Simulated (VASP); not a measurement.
W:

```
W
1.0
    -1.62362    1.62362    1.62362
     1.62362   -1.62362    1.62362
     1.62362    1.62362   -1.62362
W
1
Direct
  0.00000 0.00000 0.00000
```

Base run:

```yaml
Program: VASP 6.6.1
Functional: PBE
Potentials_or_basis: VASP PAW PBE potentials, release 64 (W_sv)
Cutoff: 500 eV
k_mesh: 8 × 8 × 8
Occupations: fermi-dirac, width 0.1 eV
Spin: no spin polarisation
```

Its results: band gap on the k mesh zero (band 7 reaches 14.99 eV, above the bottom of band 8 at 9.26 eV); pressure -15.4 GPa.

Task: The run is repeated on the same cell with these changes: k mesh from 8 × 8 × 8 to 4 × 4 × 4. What comes out?

Result: Band gap on the k mesh zero (band 7 reaches 15.09 eV, above the bottom of band 8 at 9.33 eV); pressure -16.0 GPa.

Caveats: some runs use coarse meshes; spin-orbit coupling is left out, which moves the levels of the heavy elements.
